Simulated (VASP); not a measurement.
**TiO2: relaxation of cell and atoms with PBEsol**

Crystal: TiO2.

```
Ti O
1.0
     4.59984    0.00000    0.00000
     0.00000    4.59984    0.00000
     0.00000    0.00000    2.95921
Ti O
2 4
Cartesian
  0.0000 0.0000 1.4796
  2.2999 2.2999 0.0000
  1.3998 1.3998 1.4796
  0.9001 3.6997 0.0000
  3.6997 0.9001 0.0000
  3.2000 3.2000 1.4796
```

```yaml
Program: VASP 6.6.1
Task: relaxation of cell and atoms
Functional: PBEsol
Potentials_or_basis: VASP PAW PBE potentials, release 64 (Ti_sv, O)
Cutoff: 600 eV
k_mesh: 6 × 6 × 9
Occupations: fermi-dirac, width 0.05 eV
Spin: no spin polarisation
Dipole_correction: no
Further_INCAR_settings: ALGO = Normal; EDIFF = 1e-06; IBRION = 2; EDIFFG = -0.01; NSW = 60; ISIF = 3
```

```json
{"Relaxed volume": "10.34 Å³/atom", "Relaxed cell": "a = 4.592 Å, b = 4.592 Å, c = 2.943 Å, α = 90.00°, β = 90.00°, γ = 90.00°", "Space group after relaxing (to 0.1 Å)": "P4_2/mnm (No. 136)", "Energy gained by relaxing": "0.9 meV/atom", "Ionic steps": "4", "Pressure after relaxing": "0.0 GPa", "Band gap on the k mesh": "1.83 eV"}
```

Forces in eV/Å, atoms in the order of the input:
```
Ti   0.000  0.000  0.000
Ti   0.000  0.000  0.000
O   -0.002 -0.002  0.000
O    0.002 -0.002  0.000
O   -0.002  0.002  0.000
O    0.002  0.002  0.000
```

Stress tensor (GPa, compression positive):
```
 0.09  0.00  0.00
 0.00  0.09  0.00
 0.00  0.00 -0.07
```

Step by step:
```
step  energy change (eV)  largest force (eV/Å)  pressure (GPa)  volume (Å³)
   1              0.0000                0.0479           -2.36        62.61
   2              0.0043                0.1180            3.50        61.23
   3             -0.0050                0.0192            0.06        62.02
   4             -0.0052                0.0027            0.03        62.04
```

Final structure:
```xyz
6
Lattice="4.5916 0.0000 0.0000 0.0000 4.5916 0.0000 0.0000 0.0000 2.9426" Properties=species:S:1:pos:R:3 pbc="T T T"
Ti    0.0000    0.0000    1.4713
Ti    2.2958    2.2958    2.9426
O     1.3974    1.3974    1.4713
O     0.8984    3.6932    2.9426
O     3.6932    0.8984    0.0000
O     3.1942    3.1942    1.4713
```

Levels at points of the mesh, in eV from the valence-band top:
| k point | band 21 | band 22 | band 23 | band 24 | band 25 | band 26 | band 27 | band 28 |
| --- | --- | --- | --- | --- | --- | --- | --- | --- |
| (0.00, 0.00, 0.00) | -0.69 | -0.46 | -0.46 | 0.00 | 1.83 | 2.11 | 2.40 | 2.50 |
| (0.50, 0.00, 0.00) | -1.64 | -1.64 | -0.76 | -0.76 | 2.51 | 2.51 | 3.04 | 3.04 |
| (0.50, 0.50, 0.00) | -1.30 | -1.30 | -1.09 | -1.09 | 1.87 | 1.87 | 2.52 | 2.52 |

Run time: 120 s on 1 thread of Intel(R) Xeon(R) 6975P-C (Granite Rapids) (shared host), peak memory 0.25 GiB.

Caveat: the PAW data sets were made with another functional, which shifts forces and pressure a little. A k mesh can miss the band edges.
